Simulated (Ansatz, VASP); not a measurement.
**Te in VASP and in Ansatz**

INCAR

```
ALGO = Normal
EDIFF = 1E-6
ENCUT = 520
GGA = RE
ISIF = 2
ISMEAR = -1
LASPH = True
LCHARG = False
LREAL = False
LWAVE = False
NBANDS = 20
NELM = 80
PREC = Accurate
SIGMA = 0.05
```

The input KPOINTS:

```
k-points
0
Gamma
  4 4 4
```

The input POSCAR:

```
Te
1.0
    5.2232600000      0.0000000000      0.0000000000
    0.0000000000      5.2232600000      0.0000000000
    0.0000000000      0.0000000000      5.2232600000
Te
4
Direct
    0.8750000000      0.1250000000      0.6250000000
    0.3750000000      0.3750000000      0.3750000000
    0.1250000000      0.6250000000      0.8750000000
    0.6250000000      0.8750000000      0.1250000000
```

input.yaml

```yaml
crystal:
  lattice:
    - [5.22326, 0.0, 0.0]
    - [0.0, 5.22326, 0.0]
    - [0.0, 0.0, 5.22326]
  atoms:
    - { symbol: Te, position: [0.875, 0.125, 0.625] }
    - { symbol: Te, position: [0.375, 0.375, 0.375] }
    - { symbol: Te, position: [0.125, 0.625, 0.875] }
    - { symbol: Te, position: [0.625, 0.875, 0.125] }
hamiltonian:
  xc: revpbe
  pseudopotentials: { kind: paw }
kpoints:
  mp_grid: { grid: [4, 4, 4] }
  band_path:
    path:
      - [[0.0, 0.0, 0.0], [0.0, 0.5, 0.0], [0.5, 0.5, 0.0], [0.0, 0.0, 0.0], [0.5, 0.5, 0.5], [0.0, 0.5, 0.0]]
      - [[0.5, 0.5, 0.0], [0.5, 0.5, 0.5]]
    npoints: 14
scf:
  occupations: { method: fermi_dirac, width: 0.05 }
  n_extra_bands: 10
output:
  forces: true
  stress: true
  eigenvalues: true
  fatbands: false
```

Alike in both runs: functional revPBE; k mesh 4 × 4 × 4; occupations fermi-dirac, width 0.05 eV; no spin polarisation.

|  | VASP | Ansatz |
| --- | --- | --- |
| version | VASP 6.6.1 | Ansatz 0.2.0 |
| potentials or method | VASP PAW PBE potentials, release 64 (Te) | Ansatz PAW |
| plane-wave cutoff (eV) | 520 | 420 |
| valence electrons in the cell | 24 | 64 |
| task | single point | band structure |

Ansatz gave:

| Item | Value |
| --- | --- |
| gap on the k mesh at the Fermi level (eV) | none |
| pressure (GPa) | 1.0 |

**Question.** Which values does VASP return?

**Answer.** gap on the k mesh at the Fermi level (eV): none; pressure (GPa): 0.9.

VASP's potentials were made for PBE, not for revPBE. A gap of «none» marks a metal or a gap that the smearing closes. The functional is the same, so the differences come from potentials, cutoffs and numerics. VASP's potentials hold 24 valence electrons a cell and Ansatz's 64, so a difference there can come from the potentials and not from the codes.

Spin-orbit coupling is off throughout.
